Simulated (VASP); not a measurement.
# CuH3 in VASP: density of states with PBE

Aim: the density of states of CuH3 with PBE.

All numbers are computed with VASP 6.6.1; they aren't measurements. Logs are shortened: lines on timing, memory, paths and dates and some standing lists are left out, and cuts for length are marked.

## 1. The cell of the first run

The cell holds a sheet with vacuum, 4 atoms: a = 2.511 Å, b = 2.511 Å, c = 31.394 Å, α = 90.00°, β = 90.00°, γ = 90.00°.

## 2. Density of states, PBE

Input file POSCAR:

```
CuH3
1.0
    2.5107104594      0.0000000000      0.0000000000
    0.0000000000      2.5107104594      0.0000000000
    0.0000000000      0.0000000000     31.3935222820
Cu H
1 3
Direct
    0.5000000000      0.5000000000      0.2132775870
    0.0000000000      0.0000000000      0.2129248895
    0.0000000000      0.0000000000      0.3394303463
    0.0000000000      0.0000000000      0.3156696168
```

Input file INCAR.step1:

```
  PREC = Accurate
  ENCUT = 520
  EDIFF = 1E-7
  ISMEAR = 0
  SIGMA = 0.1
  LREAL = F
  LASPH = T
  NELM = 100
  ALGO = Normal
  ISIF = 2
  LWAVE = F
  LCHARG = T
  LMAXMIX = 4
  LDIPOL = T
  IDIPOL = 3
  DIPOL = 0.5 0.5 0.270
  GGA = PE
  NBANDS = 15
```

Input file KPOINTS.step1:

```
Automatic mesh
0
Gamma
  18 18 1
```

Input file INCAR.step2:

```
  PREC = Accurate
  ENCUT = 520
  EDIFF = 1E-7
  ISMEAR = -5
  SIGMA = 0.1
  LREAL = F
  LASPH = T
  NELM = 100
  ALGO = Normal
  ISIF = 2
  LWAVE = F
  LCHARG = F
  LMAXMIX = 4
  LDIPOL = T
  IDIPOL = 3
  DIPOL = 0.5 0.5 0.270
  GGA = PE
  LORBIT = 10
  NEDOS = 1001
  ICHARG = 11
```

Input file KPOINTS.step2:

```
Automatic mesh
0
Gamma
  27 27 1
```

Potentials or basis: VASP PAW PBE potentials, release 64 (Cu, H).

Run with:

```sh
cat potpaw_PBE.64/Cu/POTCAR potpaw_PBE.64/H/POTCAR > POTCAR
cp INCAR.step1 INCAR
cp KPOINTS.step1 KPOINTS
mpirun -np 1 vasp_std > vasp.out
cp INCAR.step2 INCAR
cp KPOINTS.step2 KPOINTS
mpirun -np 1 vasp_std > vasp.out
```

OUTCAR:

```text
PREC = Accurate
   ENCUT = 520
   EDIFF = 1E-7
   ISMEAR = -5
   LREAL = F
   LASPH = T
   NELM = 100
   ISIF = 2
   GGA = PE
   LORBIT = 10
   ICHARG = 11

 ion  position               nearest neighbor table
   1  0.500  0.500  0.213-   2 1.78   2 1.78   2 1.78   2 1.78
   2  0.000  0.000  0.213-   1 1.78   1 1.78   1 1.78   1 1.78
   3  0.000  0.000  0.339-   4 0.75
   4  0.000  0.000  0.316-   3 0.75

  LATTYP: Found a simple tetragonal cell.
 ALAT       =     2.5107104594
 C/A-ratio  =    12.5038401638

  Lattice vectors:

 A1 = (   2.5107104594,   0.0000000000,   0.0000000000)
 A2 = (   0.0000000000,   2.5107104594,   0.0000000000)
 A3 = (   0.0000000000,   0.0000000000,  31.3935222820)

Analysis of symmetry for initial positions (statically):
=====================================================================
 Subroutine PRICEL returns:
 Original cell was already a primitive cell.

 Routine SETGRP: Setting up the symmetry group for a
 simple tetragonal supercell.

 Subroutine GETGRP returns: Found  8 space group operations
 (whereof  8 operations were pure point group operations)
 out of a pool of 16 trial point group operations.

The static configuration has the point symmetry C_4v.

Analysis of symmetry for dynamics (positions and initial velocities):
=====================================================================
 Subroutine PRICEL returns:
 Original cell was already a primitive cell.

 Routine SETGRP: Setting up the symmetry group for a
 simple tetragonal supercell.

 Subroutine GETGRP returns: Found  8 space group operations
 (whereof  8 operations were pure point group operations)
 out of a pool of 16 trial point group operations.

The dynamic configuration has the point symmetry C_4v.

 Subroutine INISYM returns: Found  8 space group operations
 (whereof  8 operations are pure point group operations),
 and found     1 'primitive' translations

----------------------------------------------------------------------------------------

                                     Primitive cell

  volume of cell :     197.8943

  direct lattice vectors                    reciprocal lattice vectors
     2.510710459  0.000000000  0.000000000     0.398293637  0.000000000  0.000000000
     0.000000000  2.510710459  0.000000000     0.000000000  0.398293637  0.000000000
     0.000000000  0.000000000 31.393522282     0.000000000  0.000000000  0.031853705

  length of vectors
     2.510710459  2.510710459 31.393522282     0.398293637  0.398293637  0.031853705

  position of ions in fractional coordinates (direct lattice)
     0.500000000  0.500000000  0.213277587
     0.000000000  0.000000000  0.212924890
     0.000000000  0.000000000  0.339430346
     0.000000000  0.000000000  0.315669617

  ion indices of the primitive-cell ions
   primitive index   ion index
                 1           1
                 2           2
                 3           3
                 4           4

----------------------------------------------------------------------------------------

 KPOINTS: Automatic mesh

Automatic generation of k-mesh.
 Grid dimensions read from file:
 generate k-points for:   27   27    1

 Generating k-lattice:

  Cartesian coordinates                     Fractional coordinates (reciprocal lattice)
     0.014751616  0.000000000  0.000000000     0.037037037  0.000000000  0.000000000
     0.000000000  0.014751616  0.000000000     0.000000000  0.037037037  0.000000000
     0.000000000  0.000000000  0.031853705     0.000000000  0.000000000  1.000000000

  Length of vectors
     0.014751616  0.014751616  0.031853705

  Shift w.r.t. Gamma in fractional coordinates (k-lattice)
     0.000000000  0.000000000  0.000000000

 TETIRR: Found   1065 inequivalent tetrahedra from     4374

 Subroutine IBZKPT returns following result:
 ===========================================

 Found    105 irreducible k-points:

 Following reciprocal coordinates:
            Coordinates               Weight
  0.000000  0.000000  0.000000      1.000000
  0.037037  0.000000  0.000000      4.000000
  0.074074  0.000000  0.000000      4.000000
  0.111111  0.000000  0.000000      4.000000
  0.148148  0.000000  0.000000      4.000000
  0.185185  0.000000  0.000000      4.000000
[... 16 lines left out ...]
  0.333333  0.037037  0.000000      8.000000
  0.370370  0.037037  0.000000      8.000000
 [... further k-points ...]
   k-points           NKPTS =    105   k-points in BZ     NKDIM =    105   number of bands    NBANDS=     11
   number of dos      NEDOS =   1001   number of ions     NIONS =      4
   total plane-waves  NPLWV =  96000
   dimension x,y,z NGX =    20 NGY =   20 NGZ =  240
   dimension x,y,z NGXF=    40 NGYF=   40 NGZF=  480
   ions per type =               1   3
   NGX,Y,Z   is equivalent  to a cutoff of  13.24, 13.24, 12.71 a.u.
   NGXF,Y,Z  is equivalent  to a cutoff of  26.49, 26.49, 25.42 a.u.
 SYSTEM =  unknown system
   PREC   = accura    normal or accurate (medium, high low for compatibility)
   ISTART =      0    job   : 0-new  1-cont  2-samecut
   ICHARG =     11    charge: 1-file 2-atom 10-const
   ISPIN  =      1    spin polarized calculation?
   LNONCOLLINEAR =      F non collinear calculations
   LSORBIT =      F    spin-orbit coupling
   LASPH  =      T    aspherical Exc in radial PAW
   ENCUT  =  520.0 eV  38.22 Ry    6.18 a.u.   4.67  4.67 58.37*2*pi/ulx,y,z
   NELM   =    100;   NELMIN=  2; NELMDL=  0     # of ELM steps
   EDIFF  = 0.1E-06   stopping-criterion for ELM
   LREAL  =      F    real-space projection
   EDIFFG = 0.1E-05   stopping-criterion for IOM
   NSW    =      0    number of steps for IOM
   IBRION =     -1    ionic relax: 0-MD 1-quasi-New 2-CG
   NFREE  =      0    steps in history (QN), initial steepest desc. (CG)
   ISIF   =      2    stress and relaxation
   ISYM   =      2    0-nonsym 1-usesym 2-fastsym
   POTIM  = 0.5000    time-step for ionic-motion
   TEBEG  =    0.0;   TEEND  =   0.0 temperature during run
   PSTRESS=    0.0 pullay stress
   NELECT =      14.0000    total number of electrons
   NUPDOWN=      -1.0000    fix difference up-down
   EMIN   =  10.00;   EMAX   =-10.00  energy-range for DOS
   EFERMI =   0.00;   METHOD = LEGACY
   ISMEAR =    -5;   SIGMA  =   0.10  broadening in eV -4-tet -1-fermi 0-gaus
   EFERMI_NEDOS =   21; number of points for ismear=-14 and -15
   IALGO  =     38    algorithm
   IMIX   =      4    mixing-type and parameters
     AMIX     =   0.40;   BMIX     =  1.00
     AMIX_MAG =   1.60;   BMIX_MAG =  1.00
  volume/ion in A,a.u.               =      49.47       333.86
  Fermi-wavevector in a.u.,A,eV,Ry     =   0.677080  1.279495  6.237411  0.458437
  Thomas-Fermi vector in A             =   1.754582
   LORBIT       =     10    0 simple, 1 ext, 2 COOP (PROOUT), +10 PAW based schemes
   GGA     = PE    functional components
   LHFCALC =     F    Hartree Fock is set to
   AEXX    =    0.0000 exact exchange contribution
   IVDW    =     0    specifies the selected vdW correction
   LEPSILON=     F    determine dielectric tensor
   LRPA    =     F    only Hartree local field effects (RPA)
 non-spin polarized calculation
 Fermi weights with tetrahedron method with Bloechl corrections
  energy-cutoff  :      520.00
  volume of cell :      197.89
 maximum number of plane-waves:      5423
 NGX is ok and might be reduce to    20

 number of electron      14.0000008 magnetization

 dipolmoment           0.000000      0.000000      0.004250 electrons x Angstroem

 Free energy of the ion-electron system (eV)
  ---------------------------------------------------
  ext. energy  EPLUGINS =         0.00000000
  ---------------------------------------------------
  free energy    TOTEN  =       -13.14035337 eV

  energy without entropy =      -13.14035337  energy(sigma->0) =      -13.14035337

 E-fermi :  -2.7697     XC(G=0):  -2.0099

 val. band max:       -2.8176278832   @ k =   0.1111   0.0741   0.0000
 cond. band min:      -2.6951867632   @ k =   0.1481   0.0000   0.0000
 fundamental gap:      0.1224411200
 Fermi energy:        -2.7697002257

 k-point     1 :       0.0000    0.0000    0.0000
  band No.  band energies     occupation
      1     -13.1757      2.00000
      2     -10.5459      2.00000
      3      -7.6534      2.00000
      4      -6.3818      2.00000
      5      -5.7762      2.00000
      6      -5.7762      2.00000
      7      -5.7148      2.00000
      8      -3.4457      2.00000
      9      -0.3126      0.00000
     10       0.6242      0.00000
     11       1.0909      0.00000

 k-point     2 :       0.0370    0.0000    0.0000
  band No.  band energies     occupation
      1     -13.1429      2.00000
      2     -10.5258      2.00000
      3      -7.6438      2.00000
      4      -6.3757      2.00000
      5      -5.8054      2.00000
      6      -5.7750      2.00000
      7      -5.7255      2.00000
      8      -3.3928      2.00000
      9      -0.2835      0.00000
     10       0.6563      0.00000
     11       1.1235      0.00000

 k-point     3 :       0.0741    0.0000    0.0000
  band No.  band energies     occupation
      1     -13.0449      2.00000
      2     -10.4661      2.00000
      3      -7.6157      2.00000
      4      -6.3577      2.00000
      5      -5.8858      2.00000
      6      -5.7713      2.00000
      7      -5.7569      2.00000
      8      -3.2405      2.00000
      9      -0.1965      0.00000
     10       0.7520      0.00000
     11       1.2209      0.00000

 k-point     4 :       0.1111    0.0000    0.0000
  band No.  band energies     occupation
      1     -12.8827      2.00000
      2     -10.3682      2.00000
      3      -7.5712      2.00000
      4      -6.3287      2.00000
      5      -6.0018      2.00000
      6      -5.8070      2.00000
      7      -5.7654      2.00000
      8      -3.0032      2.09520
      9      -0.0526      0.00000
     10       0.9104      0.00000
     11       1.3829      0.00000
[... 239 lines left out ...]
 k-point    22 :       0.2963    0.0370    0.0000
  band No.  band energies     occupation
      1     -11.1853      2.00000
      2      -9.4260      2.00000
      3      -7.2761      2.00000
      4      -6.6675      2.00000
      5      -6.2099      2.00000
      6      -6.0763      2.00000
      7      -5.7328      2.00000
      8      -0.8712      0.00000
      9       0.7668      0.00000
     10       1.8971      0.00000
     11       2.8092      0.00000

 k-point    23 :       0.3333    0.0370    0.0000
  band No.  band energies     occupation
      1     -10.7210      2.00000
      2      -9.2061      2.00000
      3      -7.2744      2.00000
      4      -6.7707      2.00000
      5      -6.2704      2.00000
      6      -6.0336      2.00000
      7      -5.7223      2.00000
      8      -0.3107      0.00000
      9       0.1308      0.00000
     10       2.2139      0.00000
     11       3.2393      0.00000

 k-point    24 :       0.3704    0.0370    0.0000
  band No.  band energies     occupation
      1     -10.2400      2.00000
      2      -9.0011      2.00000
      3      -7.3215      2.00000
      4      -6.8559      2.00000
      5      -6.3188      2.00000
      6      -5.9945      2.00000
      7      -5.7132      2.00000
      8      -0.5681      0.00000
      9       0.2899      0.00000
     10       2.6229      0.00000
     11       3.5371      0.00000

 [... further k-points ...]

------------------------ aborting loop because EDIFF is reached ----------------------------------------

 vacuum level on the upper side and lower side of the slab       (xc-potential included)         0.052        -0.068

  FORCE on cell =-STRESS in cart. coord.  units (eV):
  Direction    XX          YY          ZZ          XY          YZ          ZX
  --------------------------------------------------------------------------------------
  -------------------------------------------------------------------------------------
  Total        0.4623254      0.4623254      0.5076625      0.0000000      0.0000000      0.0000000
  in kB        3.7430448      3.7430448      4.1100997      0.0000000      0.0000000      0.0000000
  external PRESSURE =       3.8653964 kB  Pullay stress =       0.0000000 kB

 VOLUME and BASIS-vectors are now :
 -----------------------------------------------------------------------------
  energy-cutoff  :      520.00
  volume of cell :      197.89
      direct lattice vectors                 reciprocal lattice vectors
     2.510710459  0.000000000  0.000000000     0.398293637  0.000000000  0.000000000
     0.000000000  2.510710459  0.000000000     0.000000000  0.398293637  0.000000000
     0.000000000  0.000000000 31.393522282     0.000000000  0.000000000  0.031853705

 POSITION                                       TOTAL-FORCE (eV/Angst)
 -----------------------------------------------------------------------------------
      1.25536      1.25536      6.69553         0.000000      0.000000      0.000529
      0.00000      0.00000      6.68446        -0.000000     -0.000000     -0.000914
      0.00000      0.00000     10.65591        -0.000000      0.000000     -0.014278
      0.00000      0.00000      9.90998        -0.000000      0.000000      0.014663
 -----------------------------------------------------------------------------------
    total drift:                               -0.000000      0.000000      0.002079

  FREE ENERGIE OF THE ION-ELECTRON SYSTEM (eV)
  ---------------------------------------------------
  free  energy   TOTEN  =       -13.1403533734 eV

  energy  without entropy=      -13.1403533734  energy(sigma->0) =      -13.14035337

 vacuum level on the upper side and lower side of the slab         1.047         0.925

 total charge

# of ion       s       p       d       tot
------------------------------------------
    1        0.395   0.359   9.235   9.989
    2        0.522   0.025   0.000   0.547
    3        0.614   0.029   0.000   0.644
    4        0.615   0.029   0.000   0.645
--------------------------------------------------
tot          2.147   0.443   9.235  11.825
```

It took 6.6 min on 1 thread of Intel Xeon Platinum 8259CL at 2.50GHz (Skylake/Cascade Lake), shared host; peak memory 0.45 GiB.

Results:

| Item | Value |
| --- | --- |
| Valence electrons inside the program's atomic spheres | Cu 9.99; H 0.55, 0.64, 0.65 |

Levels at points of the mesh, in eV from the Fermi level:
```csv
k point,band 4,band 5,band 6,band 7,band 8,band 9,band 10,band 11
"(0.00, 0.00, 0.00)",-3.61,-3.01,-3.01,-2.95,-0.68,2.46,3.39,3.86
```

Caveat: tetrahedron occupations give inexact forces and stress in metals.
